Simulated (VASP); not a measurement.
# ZnAu (Pm-3m) in VASP: a series of runs, part 2 of 3

VASP 6.6.1. Earlier steps stand in the parts before.

## 4. Electric field gradients, PBE

This run uses another cell than the first one, of 15.58 Å³/atom.

Contents of INCAR:

```
SYSTEM = ZnAu
ALGO = Normal ; EDIFF = 1E-8
ENCUT = 520 ; GGA = PE
ISIF = 2 ; ISMEAR = -1
LASPH = .True. ; LCHARG = .False.
LEFG = .True. ; LREAL = .False.
LWAVE = .False. ; NBANDS = 18
NELM = 100 ; PREC = Accurate
SIGMA = 0.05
```

Contents of KPOINTS:

```
k-points
0
Gamma
  12 12 12
  0 0 0
```

Contents of POSCAR:

```
ZnAu
1.0
    3.1470000000      0.0000000000      0.0000000000
    0.0000000000      3.1470000000      0.0000000000
    0.0000000000      0.0000000000      3.1470000000
Zn Au
1 1
Direct
    0.5000000000      0.5000000000      0.5000000000
    0.0000000000      0.0000000000      0.0000000000
```

Potentials or basis: VASP PAW PBE potentials, release 64 (Zn, Au).

Run with:

```
$ cat potpaw_PBE.64/Zn/POTCAR potpaw_PBE.64/Au/POTCAR > POTCAR
$ mpirun -np 1 vasp_std > vasp.out
```

OUTCAR:

```text
SYSTEM = ZnAu
   EDIFF = 1E-8
   ENCUT = 520
   GGA = PE
   ISIF = 2
   ISMEAR = -1
   LASPH = .True.
   LREAL = .False.
   NELM = 100
   PREC = Accurate

 ion  position               nearest neighbor table
   1  0.500  0.500  0.500-   2 2.73   2 2.73   2 2.73   2 2.73   2 2.73   2 2.73   2 2.73   2 2.73

   2  0.000  0.000  0.000-   1 2.73   1 2.73   1 2.73   1 2.73   1 2.73   1 2.73   1 2.73   1 2.73

  LATTYP: Found a simple cubic cell.
 ALAT       =     3.1470000000

  Lattice vectors:

 A1 = (   3.1470000000,   0.0000000000,   0.0000000000)
 A2 = (   0.0000000000,   3.1470000000,   0.0000000000)
 A3 = (   0.0000000000,   0.0000000000,   3.1470000000)

Analysis of symmetry for initial positions (statically):
=====================================================================
 Subroutine PRICEL returns:
 Original cell was already a primitive cell.

 Routine SETGRP: Setting up the symmetry group for a
 simple cubic supercell.

 Subroutine GETGRP returns: Found 48 space group operations
 (whereof 48 operations were pure point group operations)
 out of a pool of 48 trial point group operations.

The static configuration has the point symmetry O_h .

Analysis of symmetry for dynamics (positions and initial velocities):
=====================================================================
 Subroutine PRICEL returns:
 Original cell was already a primitive cell.

 Routine SETGRP: Setting up the symmetry group for a
 simple cubic supercell.

 Subroutine GETGRP returns: Found 48 space group operations
 (whereof 48 operations were pure point group operations)
 out of a pool of 48 trial point group operations.

The dynamic configuration has the point symmetry O_h .

 Subroutine INISYM returns: Found 48 space group operations
 (whereof 48 operations are pure point group operations),
 and found     1 'primitive' translations

----------------------------------------------------------------------------------------

                                     Primitive cell

  volume of cell :      31.1667

  direct lattice vectors                    reciprocal lattice vectors
     3.147000000  0.000000000  0.000000000     0.317762949  0.000000000  0.000000000
     0.000000000  3.147000000  0.000000000     0.000000000  0.317762949  0.000000000
     0.000000000  0.000000000  3.147000000     0.000000000  0.000000000  0.317762949

  length of vectors
     3.147000000  3.147000000  3.147000000     0.317762949  0.317762949  0.317762949

  position of ions in fractional coordinates (direct lattice)
     0.500000000  0.500000000  0.500000000
     0.000000000  0.000000000  0.000000000

  ion indices of the primitive-cell ions
   primitive index   ion index
                 1           1
                 2           2

----------------------------------------------------------------------------------------

 KPOINTS: k-points

Automatic generation of k-mesh.
 Grid dimensions read from file:
 generate k-points for:   12   12   12
[... 64 lines left out ...]
   EDIFF  = 0.1E-07   stopping-criterion for ELM
   LREAL  =      F    real-space projection
   EDIFFG = 0.1E-06   stopping-criterion for IOM
   NSW    =      0    number of steps for IOM
   IBRION =     -1    ionic relax: 0-MD 1-quasi-New 2-CG
   NFREE  =      0    steps in history (QN), initial steepest desc. (CG)
   ISIF   =      2    stress and relaxation
   ISYM   =      2    0-nonsym 1-usesym 2-fastsym
   POTIM  = 0.5000    time-step for ionic-motion
   TEBEG  =    0.0;   TEEND  =   0.0 temperature during run
   PSTRESS=    0.0 pullay stress
   NELECT =      23.0000    total number of electrons
   NUPDOWN=      -1.0000    fix difference up-down
   EMIN   =  10.00;   EMAX   =-10.00  energy-range for DOS
   EFERMI =   0.00;   METHOD = LEGACY
   ISMEAR =    -1;   SIGMA  =   0.05  broadening in eV -4-tet -1-fermi 0-gaus
   EFERMI_NEDOS =   21; number of points for ismear=-14 and -15
   IALGO  =     38    algorithm
   IMIX   =      4    mixing-type and parameters
     AMIX     =   0.40;   BMIX     =  1.00
     AMIX_MAG =   1.60;   BMIX_MAG =  1.00
  volume/ion in A,a.u.               =      15.58       105.16
  Fermi-wavevector in a.u.,A,eV,Ry     =   1.479406  2.795672 29.778283  2.188642
  Thomas-Fermi vector in A             =   2.593568
   LORBIT       =      0    0 simple, 1 ext, 2 COOP (PROOUT), +10 PAW based schemes
   GGA     = PE    functional components
   LHFCALC =     F    Hartree Fock is set to
   AEXX    =    0.0000 exact exchange contribution
   IVDW    =     0    specifies the selected vdW correction
   LEPSILON=     F    determine dielectric tensor
   LRPA    =     F    only Hartree local field effects (RPA)
 non-spin polarized calculation
  energy-cutoff  :      520.00
  volume of cell :       31.17
 maximum number of plane-waves:       860
 NGX is ok and might be reduce to    24
   NGX = 11   NGY = 11   NGZ = 11

 number of electron      23.0000000 magnetization

 Free energy of the ion-electron system (eV)
  ---------------------------------------------------
  ext. energy  EPLUGINS =         0.00000000
  ---------------------------------------------------
  free energy    TOTEN  =        -4.73543153 eV

  energy without entropy =       -4.73185142  energy(sigma->0) =       -4.73364148

 E-fermi :   7.1556     XC(G=0): -12.3783

 val. band max:        7.0380047946   @ k =   0.4167   0.4167   0.1667
 cond. band min:       7.1807052291   @ k =   0.5000   0.4167   0.2500
 fundamental gap:      0.1427004344
 Fermi energy:         7.1556047704

 k-point     1 :       0.0000    0.0000    0.0000
  band No.  band energies     occupation
      1      -3.5228      2.00000
      2      -1.0321      2.00000
      3      -1.0321      2.00000
      4      -0.3409      2.00000
      5      -0.3409      2.00000
      6      -0.3409      2.00000
[... 481 lines left out ...]
      5      -0.1677      2.00000
      6       0.6415      2.00000
[... 10 lines left out ...]
     17      20.6317      0.00000
     18      21.2165      0.00000

 [... further k-points ...]
[... 5 lines left out ...]
  --------------------------------------------------------------------------------------
  -------------------------------------------------------------------------------------
  Total        0.9721715      0.9721715      0.9721715     -0.0000000      0.0000000     -0.0000000
  in kB       49.9761987     49.9761987     49.9761987     -0.0000000      0.0000000     -0.0000000
  external PRESSURE =      49.9761987 kB  Pullay stress =       0.0000000 kB

 VOLUME and BASIS-vectors are now :
 -----------------------------------------------------------------------------
  energy-cutoff  :      520.00
  volume of cell :       31.17
      direct lattice vectors                 reciprocal lattice vectors
     3.147000000  0.000000000  0.000000000     0.317762949  0.000000000  0.000000000
     0.000000000  3.147000000  0.000000000     0.000000000  0.317762949  0.000000000
     0.000000000  0.000000000  3.147000000     0.000000000  0.000000000  0.317762949

 POSITION                                       TOTAL-FORCE (eV/Angst)
 -----------------------------------------------------------------------------------
      1.57350      1.57350      1.57350         0.000000      0.000000      0.000000
      0.00000      0.00000      0.00000         0.000000      0.000000      0.000000
 -----------------------------------------------------------------------------------
    total drift:                                0.000000      0.000000     -0.000000

  FREE ENERGIE OF THE ION-ELECTRON SYSTEM (eV)
  ---------------------------------------------------
  free  energy   TOTEN  =        -4.7354315290 eV

  energy  without entropy=       -4.7318514223  energy(sigma->0) =       -4.73364148

 Electric field gradients (V/A^2)
---------------------------------------------------------------------
 ion       V_xx      V_yy      V_zz      V_xy      V_xz      V_yz
---------------------------------------------------------------------
   1       0.000    -0.000     0.000     0.000     0.000     0.000
   2       0.000    -0.000    -0.000    -0.000    -0.000    -0.000
---------------------------------------------------------------------

 Electric field gradients after diagonalization (V/A^2)
 (convention: |V_zz| > |V_xx| > |V_yy|)
----------------------------------------------------------------------
 ion       V_xx      V_yy      V_zz     asymmetry (V_yy - V_xx)/ V_zz
----------------------------------------------------------------------
   1      -0.000     0.000     0.000       0.582
   2      -0.000     0.000    -0.000      -0.256
----------------------------------------------------------------------

           NMR quadrupolar parameters

 Cq : quadrupolar parameter    Cq=e*Q*V_zz/h
 eta: asymmetry parameters     (V_yy - V_xx)/ V_zz
 Q  : nuclear electric quadrupole moment in mb (millibarn)
----------------------------------------------------------------------
 ion       Cq(MHz)       eta       Q (mb)
----------------------------------------------------------------------
   1       0.000       0.582       1.000
   2      -0.000      -0.256       1.000
----------------------------------------------------------------------
```

OSZICAR:

```text
N       E                     dE             d eps       ncg     rms          rms(c)
DAV:   1     0.130627798180E+03    0.13063E+03   -0.11446E+04  3160   0.166E+03
DAV:   2    -0.449147593827E-03   -0.13063E+03   -0.12508E+03  3070   0.313E+02
DAV:   3    -0.514553703386E+01   -0.51451E+01   -0.51087E+01  3352   0.674E+01
DAV:   4    -0.518940264325E+01   -0.43866E-01   -0.43852E-01  3314   0.550E+00
DAV:   5    -0.518988805976E+01   -0.48542E-03   -0.48541E-03  3228   0.616E-01    0.854E+00
DAV:   6    -0.476923722850E+01    0.42065E+00   -0.11975E+00  3222   0.120E+01    0.541E+00
DAV:   7    -0.474338942095E+01    0.25848E-01   -0.31411E-02  4026   0.359E+00    0.285E+00
DAV:   8    -0.473542016235E+01    0.79693E-02   -0.93595E-03  3108   0.991E-01    0.150E-01
DAV:   9    -0.473541949289E+01    0.66946E-06   -0.27570E-04  3658   0.289E-01    0.728E-02
DAV:  10    -0.473543065620E+01   -0.11163E-04   -0.40492E-05  3224   0.641E-02    0.185E-02
DAV:  11    -0.473543171472E+01   -0.10585E-05   -0.22358E-06  3212   0.191E-02    0.480E-03
DAV:  12    -0.473543147453E+01    0.24019E-06   -0.10446E-07  3806   0.870E-03    0.134E-03
DAV:  13    -0.473543152482E+01   -0.50289E-07   -0.12969E-08  1824   0.363E-03    0.828E-05
DAV:  14    -0.473543152897E+01   -0.41482E-08   -0.24992E-09  1610   0.504E-04
   1 F= -.47354315E+01 E0= -.47336415E+01  d E =-.358011E-02
```

stdout:

```text
POSCAR found type information on POSCAR ZnAu
 POSCAR found :  2 types and       2 ions
 scaLAPACK will be used
 LDA part: xc-table for (Slater+PW92), standard interpolation
 POSCAR, INCAR and KPOINTS ok, starting setup
 FFT: planning ... GRIDC
 FFT: planning ... GRID_SOFT
 FFT: planning ... GRID
 WAVECAR not read
 entering main loop
ion   1

ion   2
```

Run time: 50 s. Hardware: 1 thread of Intel Xeon 8259CL, shared host; peak memory 0.17 GiB.

Results:

| Item | Value |
| --- | --- |
| Free energy | -4.7354 eV |
| Pressure | 5.0 GPa |
| Band gap on the k mesh | zero (an odd number of electrons rules out a gap without spin polarisation) |
| Largest electric field gradient by atom | zero within the noise of the run |

Levels at points of the mesh, in eV from the Fermi level:
```tsv
k point	band 7	band 8	band 9	band 10	band 11	band 12	band 13	band 14	band 15	band 16
(0.00, 0.00, 0.00)	-5.49	-5.49	-3.81	-3.81	-3.81	4.94	4.94	4.94	8.80	12.07
(0.50, 0.00, 0.00)	-5.86	-5.51	-4.98	-4.98	-3.96	-2.44	10.36	11.09	11.09	11.15
(0.50, 0.50, 0.00)	-5.12	-4.15	-4.15	-3.23	-2.04	-2.04	0.78	2.44	10.35	12.63
(0.50, 0.50, 0.50)	-6.50	-6.50	-3.18	-3.18	1.35	3.53	3.70	3.70	3.70	5.84
```

Caveat: the cell stands under pressure; spin-orbit coupling is left out, which moves the levels of the heavy elements.

(Continued in part 3 of 3.)
